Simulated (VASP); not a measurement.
# W5C in VASP: single point with PBEsol

Aim: the single point of W5C with PBEsol.

Program: VASP 6.6.1. These are calculated values, not measurements. Logs are shortened: lines on timing, memory, paths and dates and some standing lists are left out, and cuts for length are marked.

## (1) The cell of the first run

The cell holds a slab with vacuum, 6 atoms: a = 3.154 Å, b = 3.154 Å, c = 25.309 Å, α = 90.00°, β = 90.00°, γ = 90.00°.

## (2) Single point, PBEsol

INCAR

```
PREC = Accurate ; ENCUT = 520
EDIFF = 1E-7 ; ISMEAR = 0
SIGMA = 0.1 ; LREAL = F
LASPH = T ; NELM = 80
ALGO = Normal ; ISIF = 2
LWAVE = F ; LCHARG = T
LDIPOL = T ; IDIPOL = 3
DIPOL = 0.5 0.5 0.489 ; GGA = PS
LELF = T ; LVHAR = T
LVACPOTAV = T ; NBANDS = 46
```

KPOINTS

```
Automatic mesh
0
Gamma
  9 9 1
```

POSCAR

```
W5C
1.0
    3.1543602768      0.0000000000      0.0000000000
    0.0000000000      3.1543602768      0.0000000000
    0.0000000000      0.0000000000     25.3087205537
W C
5 1
Direct
    0.5000000000      0.5000000000      0.3358526158
    0.0000000000      0.0000000000      0.3981702717
    0.5000000000      0.5000000000      0.4603429250
    0.0000000000      0.0000000000      0.5206699793
    0.5000000000      0.5000000000      0.5863364850
    0.0000000000      0.5000000000      0.6306053851
```

Potentials or basis: VASP PAW PBE potentials, release 64 (W_sv, C).

Started as:

```console
cat potpaw_PBE.64/W_sv/POTCAR potpaw_PBE.64/C/POTCAR > POTCAR
mpirun -np 1 vasp_std > vasp.out
```

OUTCAR:

```text
PREC = Accurate
   ENCUT = 520
   EDIFF = 1E-7
   ISMEAR = 0
   LREAL = F
   LASPH = T
   NELM = 80
   ISIF = 2
   GGA = PS

 ion  position               nearest neighbor table
   1  0.500  0.500  0.336-   2 2.73   2 2.73   2 2.73   2 2.73   3 3.15
   2  0.000  0.000  0.398-   3 2.73   3 2.73   3 2.73   3 2.73   1 2.73   1 2.73   1 2.73   1 2.73
                             4 3.10
   3  0.500  0.500  0.460-   4 2.70   4 2.70   4 2.70   4 2.70   2 2.73   2 2.73   2 2.73   2 2.73
                             1 3.15   5 3.19
   4  0.000  0.000  0.521-   3 2.70   3 2.70   3 2.70   3 2.70   5 2.78   5 2.78   5 2.78   5 2.78
                             2 3.10
   5  0.500  0.500  0.586-   6 1.93   6 1.93   4 2.78   4 2.78   4 2.78   4 2.78   3 3.19
   6  0.000  0.500  0.631-   5 1.93   5 1.93

  LATTYP: Found a simple tetragonal cell.
 ALAT       =     3.1543602768
 C/A-ratio  =     8.0234083405

  Lattice vectors:

 A1 = (   3.1543602768,   0.0000000000,   0.0000000000)
 A2 = (   0.0000000000,   3.1543602768,   0.0000000000)
 A3 = (   0.0000000000,   0.0000000000,  25.3087205537)

Analysis of symmetry for initial positions (statically):
=====================================================================
 Subroutine PRICEL returns:
 Original cell was already a primitive cell.

 Routine SETGRP: Setting up the symmetry group for a
 simple tetragonal supercell.

 Subroutine GETGRP returns: Found  4 space group operations
 (whereof  4 operations were pure point group operations)
 out of a pool of 16 trial point group operations.

The static configuration has the point symmetry C_2v.

Analysis of symmetry for dynamics (positions and initial velocities):
=====================================================================
 Subroutine PRICEL returns:
 Original cell was already a primitive cell.

 Routine SETGRP: Setting up the symmetry group for a
 simple tetragonal supercell.

 Subroutine GETGRP returns: Found  4 space group operations
 (whereof  4 operations were pure point group operations)
 out of a pool of 16 trial point group operations.

The dynamic configuration has the point symmetry C_2v.

 Subroutine INISYM returns: Found  4 space group operations
 (whereof  4 operations are pure point group operations),
 and found     1 'primitive' translations

----------------------------------------------------------------------------------------

                                     Primitive cell

  volume of cell :     251.8215

[... 103 lines left out ...]
   POTIM  = 0.5000    time-step for ionic-motion
   TEBEG  =    0.0;   TEEND  =   0.0 temperature during run
   PSTRESS=    0.0 pullay stress
   NELECT =      74.0000    total number of electrons
   NUPDOWN=      -1.0000    fix difference up-down
   EMIN   =  10.00;   EMAX   =-10.00  energy-range for DOS
   EFERMI =   0.00;   METHOD = LEGACY
   ISMEAR =     0;   SIGMA  =   0.10  broadening in eV -4-tet -1-fermi 0-gaus
   EFERMI_NEDOS =   21; number of points for ismear=-14 and -15
   IALGO  =     38    algorithm
   IMIX   =      4    mixing-type and parameters
     AMIX     =   0.40;   BMIX     =  1.00
     AMIX_MAG =   1.60;   BMIX_MAG =  1.00
  volume/ion in A,a.u.               =      41.97       283.23
  Fermi-wavevector in a.u.,A,eV,Ry     =   1.088398  2.056774 16.117606  1.184611
  Thomas-Fermi vector in A             =   2.224579
   LORBIT       =      0    0 simple, 1 ext, 2 COOP (PROOUT), +10 PAW based schemes
   GGA     = PS    functional components
   LHFCALC =     F    Hartree Fock is set to
   AEXX    =    0.0000 exact exchange contribution
   IVDW    =     0    specifies the selected vdW correction
   LEPSILON=     F    determine dielectric tensor
   LRPA    =     F    only Hartree local field effects (RPA)
 non-spin polarized calculation
 Gauss-broadening in eV      SIGMA  =   0.10
  energy-cutoff  :      520.00
  volume of cell :      251.82
 maximum number of plane-waves:      6860
   NGX = 11   NGY = 11   NGZ = 95

 dipolmoment           0.000000      0.000000     -0.028681 electrons x Angstroem

 number of electron      74.0000003 magnetization

 dipolmoment           0.000000      0.000000      0.114234 electrons x Angstroem

 Free energy of the ion-electron system (eV)
  ---------------------------------------------------
  ext. energy  EPLUGINS =         0.00000000
  ---------------------------------------------------
  free energy    TOTEN  =       -71.67837254 eV

  energy without entropy =      -71.64885004  energy(sigma->0) =      -71.66361129

 E-fermi :   0.1592     XC(G=0):  -5.5292

 val. band max:        0.1556678146   @ k =   0.2222   0.0000   0.0000
 cond. band min:       0.1845420102   @ k =   0.2222   0.1111   0.0000
 fundamental gap:      0.0288741956
 Fermi energy:         0.1592392743

 k-point     1 :       0.0000    0.0000    0.0000
  band No.  band energies     occupation
      1     -73.7697      2.00000
      2     -73.7262      2.00000
      3     -73.5608      2.00000
      4     -73.5226      2.00000
      5     -73.3908      2.00000
      6     -38.2305      2.00000
[... 1165 lines left out ...]
     45       3.4782      0.00000
     46       3.6450      0.00000

 [... further k-points ...]

------------------------ aborting loop because EDIFF is reached ----------------------------------------

  FORCE on cell =-STRESS in cart. coord.  units (eV):
  Direction    XX          YY          ZZ          XY          YZ          ZX
  --------------------------------------------------------------------------------------
  -------------------------------------------------------------------------------------
  Total       -4.6809966     -4.1084252     -2.4310142      0.0000000      0.0000000      0.0000000
  in kB      -29.7821559    -26.1392537    -15.4669721      0.0000000      0.0000000      0.0000000
  external PRESSURE =     -23.7961272 kB  Pullay stress =       0.0000000 kB

 VOLUME and BASIS-vectors are now :
 -----------------------------------------------------------------------------
  energy-cutoff  :      520.00
  volume of cell :      251.82
      direct lattice vectors                 reciprocal lattice vectors
     3.154360277  0.000000000  0.000000000     0.317021492  0.000000000  0.000000000
     0.000000000  3.154360277  0.000000000     0.000000000  0.317021492  0.000000000
     0.000000000  0.000000000 25.308720554     0.000000000  0.000000000  0.039512072

 POSITION                                       TOTAL-FORCE (eV/Angst)
 -----------------------------------------------------------------------------------
      1.57718      1.57718      8.50000         0.000000      0.000000      1.767718
      0.00000      0.00000     10.07718         0.000000      0.000000     -1.831350
      1.57718      1.57718     11.65069         0.000000      0.000000     -0.005110
      0.00000      0.00000     13.17749         0.000000      0.000000      0.009119
      1.57718      1.57718     14.83943         0.000000      0.000000     -0.037422
      0.00000      1.57718     15.95982         0.000000      0.000000      0.097045
 -----------------------------------------------------------------------------------
    total drift:                                0.000000      0.000000      0.000105

  FREE ENERGIE OF THE ION-ELECTRON SYSTEM (eV)
  ---------------------------------------------------
  free  energy   TOTEN  =       -71.6783725392 eV

  energy  without entropy=      -71.6488500414  energy(sigma->0) =      -71.66361129

 vacuum level on the upper side and lower side of the slab         6.564         4.487
```

stdout:

```text
POSCAR found type information on POSCAR W C
 POSCAR found :  2 types and       6 ions
 scaLAPACK will be used
 -----------------------------------------------------------------------------
|                                                                             |
[... 23 lines left out ...]
|     field-free region was found. Please increase the size of  your cell     |
|     in the dimension of the dipole correction to obtain accurate            |
|     workfunction values.                                                    |
|                                                                             |
 -----------------------------------------------------------------------------
```

Run time: 19 min. Hardware: 1 thread of Intel Xeon 8259CL, shared host; peak memory 0.46 GiB.

What came out:

| Quantity | Value |
| --- | --- |
| Free energy | -71.6784 eV |
| Largest force | 1.831 eV/Å |
| Band gap on the k mesh | zero (bands 37 and 38 overlap by 1.69 eV) |

Forces on the atoms (eV/Å):
```
W    0.000  0.000  1.768
W    0.000  0.000 -1.831
W    0.000  0.000 -0.005
W    0.000  0.000  0.009
W    0.000  0.000 -0.037
C    0.000  0.000  0.097
```

Levels at points of the mesh, in eV from the Fermi level:
```
           k point  band 35  band 36  band 37  band 38  band 39  band 40
(0.00, 0.00, 0.00)    -0.73    -0.40    -0.29    -0.26     0.53     0.84
```

Caveat: the PAW data sets were made with another functional, which shifts forces and pressure a little; spin-orbit coupling is left out, which moves the levels of the heavy elements.

The gap in the log of VASP goes by the Fermi energy; the results here count the filled bands.